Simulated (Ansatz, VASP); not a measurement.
Two plane-wave programs on Al19Cu

```
CELL_PARAMETERS angstrom
5.63722 0.00000 0.00000
-2.81861 4.88197 0.00000
0.00000 0.00000 21.20554
ATOMIC_POSITIONS crystal
Al 0.00000 0.00000 0.28172
Al 0.00071 0.50035 0.28153
Al 0.49965 0.99929 0.28153
Al 0.49965 0.50035 0.28153
Al 0.33354 0.16677 0.39211
Al 0.33333 0.66667 0.39173
Al 0.83323 0.16677 0.39211
Al 0.83323 0.66646 0.39211
Al 0.66667 0.33333 0.50095
Al 0.66555 0.83277 0.50087
Al 0.16723 0.33445 0.50087
Al 0.16723 0.83277 0.50087
Al 0.99918 0.49959 0.61034
Al 0.00000 0.00000 0.60811
Al 0.50041 0.49959 0.61034
Al 0.50041 0.00082 0.61034
Al 0.33145 0.16573 0.71904
Al 0.83427 0.66855 0.71904
Al 0.83427 0.16573 0.71904
Cu 0.33333 0.66667 0.70581
```

Alike in both runs: functional r2SCAN; dispersion rVV10; k mesh 9 × 9 × 1; occupations methfessel-paxton of order 1, width 0.1 eV; no spin polarisation.

Ansatz relaxed the structure, and its values are those at the end. VASP's run is a single point on that final structure, the one shown.

|  | VASP | Ansatz |
| --- | --- | --- |
| version | VASP 6.6.1 | Ansatz 0.2.0 |
| potentials or method | VASP PAW PBE potentials, release 64 (Al, Cu), cutoff 520 eV | scalar-relativistic, plane waves, PAW |
| valence electrons in the cell | 68 | 76 |

Ansatz gave:

| Property | Result |
| --- | --- |
| gap on the k mesh at the Fermi level (eV) | none |
| rms of the force components (eV/Å) | 0.002 |

**Question.** What did VASP give for the same quantities?

**Answer.** gap on the k mesh at the Fermi level (eV): none; rms of the force components (eV/Å): 0.003.

VASP's potentials were made for PBE, not for r2SCAN. A gap of «none» marks a metal or a gap that the smearing closes. VASP's potentials hold 68 valence electrons a cell and Ansatz's 76, so a difference there can come from the potentials and not from the codes. Ansatz's warnings: vacuum density over bound.
